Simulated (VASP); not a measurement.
Set up this calculation in VASP 6.6.1, as the native input.

```yaml
Task: single point
Functional: PBEsol
Potentials_or_basis: VASP PAW PBE potentials, release 64 (Al, Fe)
Cutoff: 520 eV
k_mesh: 18 × 18 × 18
Occupations: gaussian, width 0.15 eV
Spin: collinear spin, ferromagnetic start
Starting_moments: "[0.0, 0.75] μB"
Dipole_correction: no
Further_INCAR_settings: ALGO = Normal; EDIFF = 1e-06; NBANDS = 16
```

The structure of AlFe lies in POSCAR:

```
AlFe
1.0
    2.8538475185      0.0000000000      0.0000000000
    0.0000000000      2.8538475185      0.0000000000
    0.0000000000      0.0000000000      2.6012820131
Al Fe
1 1
Direct
    0.0000000000      0.0000000000      0.0000000000
    0.5000000000      0.5000000000      0.5000000000
```

One way to write it, as run:

INCAR

```
SYSTEM = AlFe
PREC     = Accurate       ! precision mode
ENCUT    = 520            ! plane-wave cutoff, eV
EDIFF    = 1E-6           ! SCF threshold, eV
ISMEAR   = 0              ! smearing method
SIGMA    = 0.15           ! smearing width, eV
LREAL    = .False.        ! projectors in reciprocal space
LASPH    = .True.         ! aspherical terms in the spheres
NELM     = 150            ! most SCF steps
ALGO     = Normal         ! electronic algorithm
ISIF     = 2              ! what is computed and relaxed
LWAVE    = .False.        ! write WAVECAR
LCHARG   = .False.        ! write CHGCAR
ISPIN    = 2              ! spin polarisation
MAGMOM   = 0 0.75         ! initial moments
LORBIT   = 11             ! projections on sites
LMAXMIX  = 4              ! l up to which the mixer works
GGA      = PS             ! functional
NBANDS   = 16             ! bands
```

KPOINTS

```
regular mesh
0
Gamma
  18 18 18
  0 0 0
```

Potentials or basis: VASP PAW PBE potentials, release 64 (Al, Fe).

Launch:

```bash
$ cat potpaw_PBE.64/Al/POTCAR potpaw_PBE.64/Fe/POTCAR > POTCAR
$ mpirun -np 1 vasp_std > vasp.out
```

It gave:

| Item | Value |
| --- | --- |
| Pressure | 20.7 GPa |
| Net moment | 0.67 μB per cell |
| Site moments | Al -0.02; Fe +0.70 μB |
| Valence electrons inside the program's atomic spheres | Al 0.91; Fe 7.69 |

Caveat: the stress differs along the axes, from 15 to 32 GPa; the PAW data sets were made with another functional, which shifts forces and pressure a little.

Wall time 3 min on 1 thread of AMD EPYC 9R45 96-Core Processor (Zen 5), with other jobs on the host, peak memory 0.35 GiB.
